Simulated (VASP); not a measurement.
# TaN (Cm) in VASP: a series of runs

TaN is run at these levels: PBEsol; tasks: single point.

Program: VASP 6.6.1. These are calculated values, not measurements. Logs are shortened: lines on timing, memory, paths and dates and some standing lists are left out, and cuts for length are marked.

## (1) The cell of the first run

It takes space group Cm (No. 8, monoclinic). Conventional cell: a = 5.089 Å, b = 2.938 Å, c = 2.883 Å, α = 90.00°, β = 90.00°, γ = 90.00°. Within 2.5 Å of Ta (site symmetry m) lie 5 N at 1.82 to 2.43 Å. N (site symmetry m) has 5 Ta at 1.82 to 2.43 Å within 2.5 Å.

## (2) Single point, PBEsol (atom 1 (Ta) moved by (+0.450, -0.450) A along y and z)

The input, INCAR:

```
PREC = Accurate ; ENCUT = 520
EDIFF = 1E-6 ; ISMEAR = 0
SIGMA = 0.15 ; LREAL = F
LASPH = T ; NELM = 80
ALGO = Normal ; ISIF = 2
LWAVE = F ; LCHARG = F
GGA = PS ; NBANDS = 15
```

The input, KPOINTS:

```
Automatic mesh
0
Gamma
  18 18 16
```

The input, POSCAR:

```
TaN
1.0
    2.9379988584      0.0000000000      0.0000000000
   -1.4689994292      2.5443816477      0.0000000000
    0.0000000000      0.0000000000      2.8830000000
Ta N
1 1
Direct
    0.4217634634      0.8435269268      0.3439125911
    0.0000000000      0.0000000000      0.0000000000
```

Potentials or basis: VASP PAW PBE potentials, release 64 (Ta_pv, N).

Run with:

```sh
> cat potpaw_PBE.64/Ta_pv/POTCAR potpaw_PBE.64/N/POTCAR > POTCAR
> mpirun -np 1 vasp_std > vasp.out
```

OUTCAR:

```text
PREC = Accurate
   ENCUT = 520
   EDIFF = 1E-6
   ISMEAR = 0
   LREAL = F
   LASPH = T
   NELM = 80
   ISIF = 2
   GGA = PS

 ion  position               nearest neighbor table
   1  0.422  0.844  0.344-   2 1.82   2 1.82   2 2.36   2 2.43   2 2.43
   2  0.000  0.000  0.000-   1 1.82   1 1.82   1 2.36   1 2.43   1 2.43

  LATTYP: Found a hexagonal cell.
 ALAT       =     2.9379988584
 C/A-ratio  =     0.9812801635

  Lattice vectors:

 A1 = (   2.9379988584,   0.0000000000,   0.0000000000)
 A2 = (  -1.4689994292,   2.5443816477,   0.0000000000)
 A3 = (   0.0000000000,   0.0000000000,   2.8830000000)

Analysis of symmetry for initial positions (statically):
=====================================================================
 Subroutine PRICEL returns:
 Original cell was already a primitive cell.

 Routine SETGRP: Setting up the symmetry group for a
 hexagonal supercell.

 Subroutine GETGRP returns: Found  2 space group operations
 (whereof  2 operations were pure point group operations)
 out of a pool of 24 trial point group operations.

The static configuration has the point symmetry C_1h.

Analysis of symmetry for dynamics (positions and initial velocities):
=====================================================================
 Subroutine PRICEL returns:
 Original cell was already a primitive cell.

 Routine SETGRP: Setting up the symmetry group for a
 hexagonal supercell.

 Subroutine GETGRP returns: Found  2 space group operations
 (whereof  2 operations were pure point group operations)
 out of a pool of 24 trial point group operations.

The dynamic configuration has the point symmetry C_1h.

 Subroutine INISYM returns: Found  2 space group operations
 (whereof  2 operations are pure point group operations),
 and found     1 'primitive' translations

----------------------------------------------------------------------------------------

                                     Primitive cell

  volume of cell :      21.5516

  direct lattice vectors                    reciprocal lattice vectors
     2.937998858  0.000000000  0.000000000     0.340367729  0.196511400  0.000000000
    -1.468999429  2.544381648  0.000000000     0.000000000  0.393022800  0.000000000
     0.000000000  0.000000000  2.883000000     0.000000000  0.000000000  0.346860909

  length of vectors
     2.937998858  2.937998858  2.883000000     0.393022800  0.393022800  0.346860909

  position of ions in fractional coordinates (direct lattice)
     0.421763463  0.843526927  0.343912591
     0.000000000  0.000000000  0.000000000

  ion indices of the primitive-cell ions
   primitive index   ion index
                 1           1
                 2           2

----------------------------------------------------------------------------------------

 KPOINTS: Automatic mesh

Automatic generation of k-mesh.
 Grid dimensions read from file:
 generate k-points for:   18   18   16

 Generating k-lattice:

  Cartesian coordinates                     Fractional coordinates (reciprocal lattice)
     0.018909318  0.010917300  0.000000000     0.055555556 -0.000000000  0.000000000
     0.000000000  0.021834600  0.000000000     0.000000000  0.055555556  0.000000000
     0.000000000  0.000000000  0.021678807     0.000000000  0.000000000  0.062500000

  Length of vectors
     0.021834600  0.021834600  0.021678807

  Shift w.r.t. Gamma in fractional coordinates (k-lattice)
     0.000000000  0.000000000  0.000000000

 Subroutine IBZKPT returns following result:
 ===========================================

 Found   1379 irreducible k-points:

 Following reciprocal coordinates:
            Coordinates               Weight
  0.000000  0.000000  0.000000      1.000000
  0.055556  0.000000  0.000000      4.000000
  0.000000  0.055556  0.000000      2.000000
  0.111111  0.000000  0.000000      4.000000
  0.000000  0.111111  0.000000      2.000000
  0.166667  0.000000  0.000000      4.000000
[... 16 lines left out ...]
 -0.055556  0.166667  0.000000      4.000000
 -0.166667  0.111111  0.000000      4.000000
 [... further k-points ...]
   k-points           NKPTS =   1379   k-points in BZ     NKDIM =   1379   number of bands    NBANDS=     15
   number of dos      NEDOS =    301   number of ions     NIONS =      2
   total plane-waves  NPLWV =  13824
   dimension x,y,z NGX =    24 NGY =   24 NGZ =   24
   dimension x,y,z NGXF=    48 NGYF=   48 NGZF=   48
   ions per type =               1   1
   NGX,Y,Z   is equivalent  to a cutoff of  13.58, 13.58, 13.84 a.u.
   NGXF,Y,Z  is equivalent  to a cutoff of  27.16, 27.16, 27.68 a.u.
 SYSTEM =  unknown system
   PREC   = accura    normal or accurate (medium, high low for compatibility)
   ISTART =      0    job   : 0-new  1-cont  2-samecut
   ICHARG =      2    charge: 1-file 2-atom 10-const
   ISPIN  =      1    spin polarized calculation?
   LNONCOLLINEAR =      F non collinear calculations
   LSORBIT =      F    spin-orbit coupling
[... 57 lines left out ...]
 Fermi energy:         8.2546684785

 k-point     1 :       0.0000    0.0000    0.0000
  band No.  band energies     occupation
      1     -26.5159      2.00000
      2     -26.4798      2.00000
      3     -26.0666      2.00000
      4      -9.6979      2.00000
      5       1.0105      2.00000
      6       2.7378      2.00000
      7       2.9540      2.00000
      8       7.4173      2.00000
      9       8.6559      0.00016
     10      10.2595      0.00000
     11      12.6059      0.00000
     12      13.9602      0.00000
     13      14.7795      0.00000
     14      20.7995      0.00000
     15      21.9386      0.00000

 k-point     2 :       0.0556    0.0000    0.0000
  band No.  band energies     occupation
      1     -26.5461      2.00000
      2     -26.4829      2.00000
      3     -26.0794      2.00000
      4      -9.6130      2.00000
      5       1.0281      2.00000
      6       2.6259      2.00000
      7       3.0077      2.00000
      8       7.3759      2.00000
      9       8.7158      0.00001
     10      10.0855      0.00000
     11      12.5472      0.00000
     12      14.1082      0.00000
     13      15.0296      0.00000
     14      20.8797      0.00000
     15      21.9388      0.00000

 k-point     3 :       0.0000    0.0556    0.0000
  band No.  band energies     occupation
      1     -26.5135      2.00000
      2     -26.4871      2.00000
      3     -26.0992      2.00000
      4      -9.6518      2.00000
      5       1.0171      2.00000
      6       2.6185      2.00000
      7       2.9727      2.00000
      8       7.5758      2.00000
      9       8.7206      0.00001
     10      10.2544      0.00000
     11      12.5065      0.00000
     12      14.0054      0.00000
     13      14.7522      0.00000
     14      20.7418      0.00000
     15      21.9395      0.00000

 k-point     4 :       0.1111    0.0000    0.0000
  band No.  band energies     occupation
      1     -26.6522      2.00000
      2     -26.4739      2.00000
      3     -26.1128      2.00000
      4      -9.3686      2.00000
      5       1.0195      2.00000
      6       2.4010      2.00000
      7       3.1685      2.00000
      8       7.2068      2.00000
      9       8.7367      0.00001
     10       9.8785      0.00000
     11      12.4232      0.00000
     12      14.4409      0.00000
     13      15.6516      0.00000
     14      21.0760      0.00000
     15      21.9397      0.00000
[... 307 lines left out ...]
 k-point    22 :       0.1111    0.0556    0.0000
  band No.  band energies     occupation
      1     -26.6816      2.00000
      2     -26.4699      2.00000
      3     -26.1858      2.00000
      4      -9.2443      2.00000
      5       0.9535      2.00000
      6       2.1898      2.00000
      7       3.2680      2.00000
      8       7.5161      2.00000
      9       8.7861      0.00000
     10       9.9970      0.00000
     11      12.3423      0.00000
     12      14.3596      0.00000
     13      15.6435      0.00000
     14      20.7857      0.00000
     15      21.9423      0.00000

 k-point    23 :      -0.0556    0.1667    0.0000
  band No.  band energies     occupation
      1     -26.5840      2.00000
      2     -26.4850      2.00000
      3     -26.2442      2.00000
      4      -9.3615      2.00000
      5       0.9623      2.00000
      6       2.2009      2.00000
      7       3.1326      2.00000
      8       7.9737      1.99194
      9       9.0097      0.00000
     10      10.1555      0.00000
     11      12.3490      0.00000
     12      14.0824      0.00000
     13      14.9407      0.00000
     14      20.4086      0.00000
     15      21.9435      0.00000

 k-point    24 :      -0.1667    0.1111    0.0000
  band No.  band energies     occupation
      1     -26.7958      2.00000
      2     -26.4599      2.00000
      3     -26.1171      2.00000
      4      -9.0743      2.00000
      5       0.9154      2.00000
      6       2.4729      2.00000
      7       3.2854      2.00000
      8       6.6970      2.00000
      9       8.3982      0.17589
     10      10.0428      0.00000
     11      12.3297      0.00000
     12      14.8827      0.00000
     13      16.4125      0.00000
     14      21.5488      0.00000
     15      21.9390      0.00000

 [... further k-points ...]
[... 5 lines left out ...]
  --------------------------------------------------------------------------------------
  -------------------------------------------------------------------------------------
  Total       13.4277977      3.5765518      8.5283165      0.0000000     -3.5611408      0.0000000
  in kB      998.2443278    265.8866780    634.0089275      0.0000000   -264.7410000      0.0000000
  external PRESSURE =     632.7133111 kB  Pullay stress =       0.0000000 kB

 VOLUME and BASIS-vectors are now :
 -----------------------------------------------------------------------------
  energy-cutoff  :      520.00
  volume of cell :       21.55
      direct lattice vectors                 reciprocal lattice vectors
     2.937998858  0.000000000  0.000000000     0.340367729  0.196511400  0.000000000
    -1.468999429  2.544381648  0.000000000     0.000000000  0.393022800  0.000000000
     0.000000000  0.000000000  2.883000000     0.000000000  0.000000000  0.346860909

 POSITION                                       TOTAL-FORCE (eV/Angst)
 -----------------------------------------------------------------------------------
     -0.00000      2.14625      0.99150         0.000000     -3.831510      8.276473
      0.00000      0.00000      0.00000         0.000000      3.831510     -8.276473
 -----------------------------------------------------------------------------------
    total drift:                               -0.000000      0.000265     -0.001273

  FREE ENERGIE OF THE ION-ELECTRON SYSTEM (eV)
  ---------------------------------------------------
  free  energy   TOTEN  =       -20.9645453280 eV

  energy  without entropy=      -20.9609547463  energy(sigma->0) =      -20.96275004
```

It took 3.3 min on 1 thread of Intel Xeon 8259CL, shared host; peak memory 0.54 GiB.

Results:

* Free energy: -20.9645 eV
* Pressure: 63.3 GPa
* Largest force: 9.120 eV/Å
* Band gap on the k mesh: zero (bands 8 and 9 overlap by 0.91 eV)

Forces in eV/Å, atoms in the order of the input:
```
Ta   0.000 -3.832  8.276
N    0.000  3.832 -8.276
```

Stress tensor (GPa, compression positive):
```
 99.82   0.00   0.00
  0.00  26.59 -26.47
  0.00 -26.47  63.40
```

Caveat: the cell differs from its parent crystal (atom 1 (Ta) moved by (+0.450, -0.450) A along y and z); the stress differs along the axes, from 27 to 100 GPa; the PAW data sets were made with another functional, which shifts forces and pressure a little; spin-orbit coupling is left out, which moves the levels of the heavy elements.

## (3) Single point, PBEsol (atom 1 (Ta) moved by (-0.450, -0.225) A along y and z)

The input, INCAR:

```
  ALGO = Normal
  EDIFF = 1E-7
  ENCUT = 520
  GGA = PS
  ISIF = 2
  ISMEAR = 0
  LASPH = T
  LCHARG = F
  LREAL = F
  LWAVE = F
  NBANDS = 15
  NELM = 100
  PREC = Accurate
  SIGMA = 0.15
```

The input, KPOINTS:

```
k-points
0
Gamma
  18 18 16
```

POSCAR: that of step 2 with these lines changed.

```diff
@@ -8,3 +8,3 @@
 Direct
-    0.4217634634      0.8435269268      0.3439125911
+    0.2449032033      0.4898064066      0.4219562955
     0.0000000000      0.0000000000      0.0000000000
```

Potentials or basis: VASP PAW PBE potentials, release 64 (Ta_pv, N).

Run with:

```sh
> cat potpaw_PBE.64/Ta_pv/POTCAR potpaw_PBE.64/N/POTCAR > POTCAR
> mpirun -np 1 vasp_std > vasp.out
```

Run time: 3.2 min. Hardware: 1 thread of Intel Xeon 8259CL, shared host; peak memory 0.54 GiB.

It converged, with:

```
Free energy            : -21.5823 eV
Pressure               : 46.7 GPa
Largest force          : 10.900 eV/Å
Band gap on the k mesh : zero (bands 8 and 9 overlap by 0.65 eV)
```

Forces on the atoms (eV/Å):
```
Ta   0.000  8.645  6.639
N    0.000 -8.645 -6.639
```

Stress tensor (GPa, compression positive):
```
 2.74  0.00  0.00
 0.00 64.16 55.29
 0.00 55.29 73.27
```

Levels at points of the mesh, in eV from the Fermi level:
```
           k point  band 4  band 5  band 6  band 7  band 8  band 9  band 10  band 11  band 12  band 13
(0.00, 0.00, 0.00)  -17.81   -6.83   -5.36   -4.61   -0.89   -0.28     3.85     4.08     5.03     5.80
(0.50, 0.00, 0.00)  -15.84   -8.08   -6.83   -5.40    0.15    1.94     4.17     4.97     6.38     8.04
(0.00, 0.50, 0.00)  -14.99   -9.42   -6.56   -3.89   -3.45    3.40     4.55     4.92     5.62     9.00
(0.00, 0.00, 0.50)  -15.16   -9.26   -5.69   -3.44   -0.98    0.66     1.12     3.20     4.94     8.96
(0.50, 0.00, 0.50)  -15.53   -7.99   -6.91   -5.48    0.02    2.52     5.14     5.61     6.22     9.08
(0.00, 0.50, 0.50)  -16.47   -6.56   -5.52   -4.88   -1.53    4.04     5.27     5.83     6.12     7.46
```

Caveat: the cell differs from its parent crystal (atom 1 (Ta) moved by (-0.450, -0.225) A along y and z); the stress differs along the axes, from 3 to 73 GPa; the PAW data sets were made with another functional, which shifts forces and pressure a little; spin-orbit coupling is left out, which moves the levels of the heavy elements.

## (4) Single point, PBEsol (atom 1 (Ta) moved by (-0.225, -0.450) A along y and z)

The input, INCAR:

```
  PREC = Accurate
  ENCUT = 520
  EDIFF = 1E-6
  ISMEAR = 0
  SIGMA = 0.15
  LREAL = F
  LASPH = T
  NELM = 80
  ALGO = Normal
  ISIF = 2
  LWAVE = F
  LCHARG = F
  GGA = PS
  NBANDS = 15
```

The input, KPOINTS:

```
regular mesh
0
Gamma
  18 18 16
```

POSCAR: that of step 3 with these lines changed.

```diff
@@ -8,3 +8,3 @@
 Direct
-    0.2449032033      0.4898064066      0.4219562955
+    0.2891182683      0.5782365366      0.3439125911
     0.0000000000      0.0000000000      0.0000000000
```

Run with:

```sh
> cat potpaw_PBE.64/Ta_pv/POTCAR potpaw_PBE.64/N/POTCAR > POTCAR
> mpirun -np 1 vasp_std > vasp.out
```

It took 2.9 min on 1 thread of Intel Xeon 8259CL, shared host; peak memory 0.53 GiB.

Results (log left out):

* Free energy: -21.6213 eV
* Pressure: 49.4 GPa
* Largest force: 9.858 eV/Å
* Band gap on the k mesh: zero (bands 8 and 9 overlap by 0.62 eV)

Forces on the atoms (eV/Å):
```
Ta   0.000  5.869  7.921
N    0.000 -5.869 -7.921
```

Stress tensor (GPa, compression positive):
```
19.10  0.00  0.00
 0.00 82.72 41.49
 0.00 41.49 46.27
```

Levels at points of the mesh, in eV from the Fermi level:
```csv
k point,band 4,band 5,band 6,band 7,band 8,band 9,band 10,band 11,band 12,band 13
"(0.00, 0.00, 0.00)",-17.89,-7.05,-6.15,-5.78,0.02,1.27,2.66,3.76,5.94,6.70
"(0.50, 0.00, 0.00)",-16.00,-8.17,-6.18,-4.74,-1.42,2.09,3.31,4.13,5.80,9.10
"(0.00, 0.50, 0.00)",-15.44,-8.63,-5.39,-4.03,-3.15,1.96,2.84,4.02,4.82,9.42
"(0.00, 0.00, 0.50)",-15.78,-9.33,-6.08,-5.09,-0.20,0.70,3.09,3.54,6.14,7.38
"(0.50, 0.00, 0.50)",-15.85,-8.68,-6.39,-5.82,-0.16,3.04,5.09,5.96,7.29,9.83
"(0.00, 0.50, 0.50)",-16.26,-7.78,-5.67,-5.00,-0.97,3.87,4.76,5.83,5.88,7.50
```

Caveat: the cell differs from its parent crystal (atom 1 (Ta) moved by (-0.225, -0.450) A along y and z); the stress differs along the axes, from 19 to 83 GPa; the PAW data sets were made with another functional, which shifts forces and pressure a little; spin-orbit coupling is left out, which moves the levels of the heavy elements.

## (5) Single point, PBEsol (atom 1 (Ta) moved by (+0.225, -0.450) A along y and z)

The input, INCAR:

```
SYSTEM = TaN
ALGO = Normal
EDIFF = 1E-6
ENCUT = 520
GGA = PS
ISIF = 2
ISMEAR = 0
LASPH = .True.
LCHARG = .True.
LELF = .True.
LREAL = .False.
LVHAR = .True.
LWAVE = .False.
NBANDS = 15
NELM = 60
PREC = Accurate
SIGMA = 0.15
```

The input, KPOINTS:

```
k-points
0
Gamma
  18 18 16
  0 0 0
```

POSCAR: that of step 4 with these lines changed.

```diff
@@ -8,3 +8,3 @@
 Direct
-    0.2891182683      0.5782365366      0.3439125911
+    0.3775483984      0.7550967967      0.3439125911
     0.0000000000      0.0000000000      0.0000000000
```

Run with:

```sh
> cat potpaw_PBE.64/Ta_pv/POTCAR potpaw_PBE.64/N/POTCAR > POTCAR
> mpirun -np 1 vasp_std > vasp.out
```

Run time: 3.5 min. Hardware: 1 thread of Intel Xeon 8259CL, shared host; peak memory 0.54 GiB.

Results (log left out):

```
Free energy            : -21.8126 eV
Pressure               : 45.9 GPa
Largest force          : 8.171 eV/Å
Band gap on the k mesh : zero (bands 8 and 9 overlap by 0.47 eV)
```

Forces in eV/Å, atoms in the order of the input:
```
Ta   0.000 -3.262  7.492
N    0.000  3.262 -7.492
```

Stress tensor (GPa, compression positive):
```
 71.42   0.00   0.00
  0.00  25.35 -22.08
  0.00 -22.08  40.91
```

Levels at points of the mesh, in eV from the Fermi level:
```tsv
k point	band 4	band 5	band 6	band 7	band 8	band 9	band 10	band 11	band 12	band 13
(0.00, 0.00, 0.00)	-18.01	-7.04	-6.08	-5.83	-0.18	1.53	1.92	3.76	5.91	6.37
(0.50, 0.00, 0.00)	-15.64	-8.58	-5.78	-4.71	-1.99	1.85	2.64	3.94	5.23	9.05
(0.00, 0.50, 0.00)	-16.42	-8.00	-6.02	-4.85	-1.71	2.03	3.65	3.94	5.58	9.25
(0.00, 0.00, 0.50)	-15.89	-9.42	-6.23	-5.01	-0.10	0.57	1.89	4.58	6.49	7.28
(0.50, 0.00, 0.50)	-16.23	-8.11	-5.82	-5.26	-0.82	2.59	5.11	5.84	6.42	8.45
(0.00, 0.50, 0.50)	-15.79	-9.03	-6.89	-6.41	0.04	4.19	4.38	5.91	8.76	9.31
```

Caveat: the cell differs from its parent crystal (atom 1 (Ta) moved by (+0.225, -0.450) A along y and z); the stress differs along the axes, from 25 to 71 GPa; the PAW data sets were made with another functional, which shifts forces and pressure a little; spin-orbit coupling is left out, which moves the levels of the heavy elements.

## (6) Summary

```tsv
cell	gap on the mesh (eV)	pressure (GPa)	largest force (eV/Å)
as given, atomic positions A	none	63.3	9.12
as given, atomic positions B	none	46.7	10.90
as given, atomic positions C	none	49.4	9.86
as given, atomic positions D	none	45.9	8.17
```

Alike in all rows: task single point; level PBEsol; potentials or basis VASP PAW PBE potentials, release 64 (Ta_pv, N); no spin polarisation; k mesh 18 × 18 × 16; cutoff (eV) 520; smearing gaussian 0.15 eV.

Caveats: the PAW data sets were made with another functional, which shifts forces and pressure a little; spin-orbit coupling is left out, which moves the levels of the heavy elements; the stress differs along the axes, from 27 to 100 GPa (at least some runs); the stress differs along the axes, from 3 to 73 GPa (at least some runs); the stress differs along the axes, from 19 to 83 GPa (at least some runs); the stress differs along the axes, from 25 to 71 GPa (at least some runs).

Absolute energies hang on the potentials; compare differences alone.
